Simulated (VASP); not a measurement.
A run of VASP 6.6.1 is set up as follows.

The input INCAR:

```
PREC = Accurate
ENCUT = 520
EDIFF = 1E-6
ISMEAR = 0
SIGMA = 0.1
LREAL = F
LASPH = T
NELM = 150
ALGO = Normal
ISIF = 2
LWAVE = F
LCHARG = T
ISPIN = 2
MAGMOM = 0 2 0 0 0 0 0 0 0 0
LORBIT = 11
LMAXMIX = 4
GGA = PE
LELF = T
LVHAR = T
NBANDS = 41
```

KPOINTS

```
Automatic mesh
0
Gamma
  4 4 4
```

Contents of POSCAR:

```
AlVC4N4
1.0
    5.8341244700      0.0000000000      0.0000000000
    0.0000000000      5.8341244700      0.0000000000
    0.0000000000      0.0000000000      5.8341244700
Al V C N
1 1 4 4
Direct
    0.0000000000      0.0000000000      0.0000000000
    0.5000000000      0.5000000000      0.5000000000
    0.1855517100      0.1855517100      0.1855517100
    0.1855517100      0.8144482900      0.8144482900
    0.8144482900      0.1855517100      0.8144482900
    0.8144482900      0.8144482900      0.1855517100
    0.3013359700      0.3013359700      0.3013359700
    0.3013359700      0.6986640300      0.6986640300
    0.6986640300      0.3013359700      0.6986640300
    0.6986640300      0.6986640300      0.3013359700
```

Potentials or basis: VASP PAW PBE potentials, release 64 (Al, V_sv, C, N).

Run with:

```sh
$ cat potpaw_PBE.64/Al/POTCAR potpaw_PBE.64/V_sv/POTCAR potpaw_PBE.64/C/POTCAR potpaw_PBE.64/N/POTCAR > POTCAR
$ mpirun -np 1 vasp_std > vasp.out
```

Problem. Predict the net moment.

Solution. 0.00 μB per cell.

Problem. Predict the band gap on the k mesh.

Solution. Zero (filled and empty bands overlap).

Problem. Estimate the pressure.

Solution. 2.5 GPa.

Forces on the atoms (eV/Å):
```
Al   0.000  0.000  0.000
V    0.000  0.000  0.000
C    0.112  0.112  0.112
C    0.112 -0.112 -0.112
C   -0.112  0.112 -0.112
C   -0.112 -0.112  0.112
N    1.406  1.406  1.406
N    1.406 -1.406 -1.406
N   -1.406  1.406 -1.406
N   -1.406 -1.406  1.406
```

Caveat: forces of over 1 eV/Å act on the atoms, so gaps and moduli don't describe the material at rest. With open d or f shells a metallic result of PBE can be an artefact of self-interaction; +U or a hybrid may open a gap.
